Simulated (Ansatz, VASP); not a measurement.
**BP2 in VASP and in Ansatz**

```
B P
1.0
     3.29627   -0.20943   -0.01370
     0.41687    5.46962    0.29378
     1.44617    0.91264    4.64156
B P
2 4
Direct
  0.51978 0.16418 0.94566
  0.48022 0.83582 0.05434
  0.49062 0.29405 0.54130
  0.50938 0.70595 0.45870
  0.95050 0.29360 0.09159
  0.04950 0.70640 0.90841
```

Change from the starting cell: species swapped into the PI2 type (P-1, No. 2).

Alike in both runs: functional PBE; k mesh 5 × 3 × 3; occupations gaussian, width 0.2 eV; no spin polarisation.

Ansatz relaxed the structure, and its values are those at the end. VASP's run is a single point on that final structure, the one shown.

```csv
,VASP,Ansatz
version,VASP 6.6.1,Ansatz 0.2.0
potentials or method,"VASP PAW PBE potentials, release 64 (B, P), cutoff 520 eV","scalar-relativistic, plane waves, PAW"
valence electrons in the cell,26,26
```

Ansatz gave:

| Property | Result |
| --- | --- |
| gap on the k mesh at the Fermi level (eV) | none |
| pressure (GPa) | 0.0 |
| rms of the force components (eV/Å) | 0.010 |

Which values does VASP return?

gap on the k mesh at the Fermi level (eV): none; pressure (GPa): -0.2; rms of the force components (eV/Å): 0.016.

A gap of «none» marks a metal or a gap that the smearing closes.

The k mesh is coarse, so the values compare programs but aren't converged.
